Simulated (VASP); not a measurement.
Runs of VASP 6.6.1 on WC. The structure is that of space group Fm-3m (No. 225), or close to it. The cells are those of the table. 

```tsv
cell	gap on the mesh (eV)	pressure (GPa)
a = 3.172 Å, angles 60.0°, 2 atoms	none	-29.4
a = 3.111 Å, angles 60.0°, 2 atoms	none	-12.4
a = 3.080 Å, angles 60.0°, 2 atoms	none	(a)
a = 3.048 Å, angles 60.0°, 2 atoms	none	11.1
a = 3.142 Å, angles 60.0°, 2 atoms	none	(b)
```

Alike in all rows: task single point; level PBEsol; potentials or basis VASP PAW PBE potentials, release 64 (W_sv, C); no spin polarisation; k mesh 11 × 11 × 11; cutoff (eV) 520; smearing methfessel-paxton 0.1 eV.

**Question.** Fill in the values left out.

**Answer.** (a) -1.6; (b) -21.6.

Caveats: the PAW data sets were made with another functional, which shifts forces and pressure a little; spin-orbit coupling is left out, which moves the levels of the heavy elements.

A k mesh can miss the band edges, and the runs leave out spin-orbit coupling on W.

A gap of «none» marks levels without a gap at the run's occupations.
